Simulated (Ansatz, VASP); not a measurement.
LaTe in VASP and in Ansatz

The input INCAR:

```
SYSTEM = LaTe
  ALGO = Normal
  EDIFF = 1E-6
  ENCUT = 520
  ISIF = 2
  ISMEAR = -1
  LASPH = .TRUE.
  LCHARG = .FALSE.
  LREAL = .FALSE.
  LWAVE = .FALSE.
  NBANDS = 16
  NELM = 80
  PREC = Accurate
  SIGMA = 0.08
```

The input KPOINTS:

```
k-points
0
G
  10 10 10
  0 0 0
```

The input POSCAR:

```
LaTe
1.0
    0.0000000000      3.2110000000      3.2752200000
    3.2110000000      0.0000000000      3.2752200000
    3.2110000000      3.2110000000      0.0000000000
La Te
1 1
Direct
    0.0000000000      0.0000000000      0.0000000000
    0.5000000000      0.5000000000      0.5000000000
```

Input for Ansatz:

```yaml
crystal:
  lattice:
    - [0.0, 3.211, 3.27522]
    - [3.211, 0.0, 3.27522]
    - [3.211, 3.211, 0.0]
  atoms:
    - { symbol: La, position: [0.0, 0.0, 0.0] }
    - { symbol: Te, position: [0.5, 0.5, 0.5] }
kpoints:
  mp_grid: { grid: [10, 10, 10] }
  band_path:
    path:
      - [0.0, 0.0, 0.0]
      - [0.0, 0.5, 0.5]
      - [0.25, 0.75, 0.5]
      - [0.0, 0.5, 0.0]
      - [0.0, 0.0, 0.0]
      - [0.5, 0.5, 0.0]
      - [0.3701460977, 0.6298539023, 0.0]
      - [-0.3701460977, 0.3701460977, 0.0]
      - [0.0, 0.0, 0.0]
    npoints: 5
scf:
  occupations: { method: fermi_dirac, width: 0.08 }
hamiltonian:
  xc: lda
  pseudopotentials: { kind: all_electron, lapw: { basis_error: 0.001 } }
output:
  forces: true
  stress: true
  eigenvalues: true
```

Change from the starting cell: zz strain of +2 %.

Alike in both runs: task single point; functional LDA; k mesh 10 × 10 × 10; occupations fermi-dirac, width 0.08 eV; no spin polarisation.

|  | VASP | Ansatz |
| --- | --- | --- |
| version | VASP 6.6.1 | Ansatz 0.2.0 |
| potentials or method | VASP PAW LDA potentials, release 64 (La, Te), cutoff 520 eV | all-electron LAPW, scalar-relativistic |

```tsv
	VASP	Ansatz	Ansatz less VASP
pressure (GPa)	-3.1	-3.1	-0.02
traceless stress, the component that is largest in VASP (GPa)	-1.53	-1.53	+0.003
```

LDA's correlation is that of Perdew and Zunger in VASP and of Perdew and Wang (1992) in Ansatz. Ansatz ran all-electron here, and VASP with PAW potentials.

Spin-orbit coupling is off throughout.
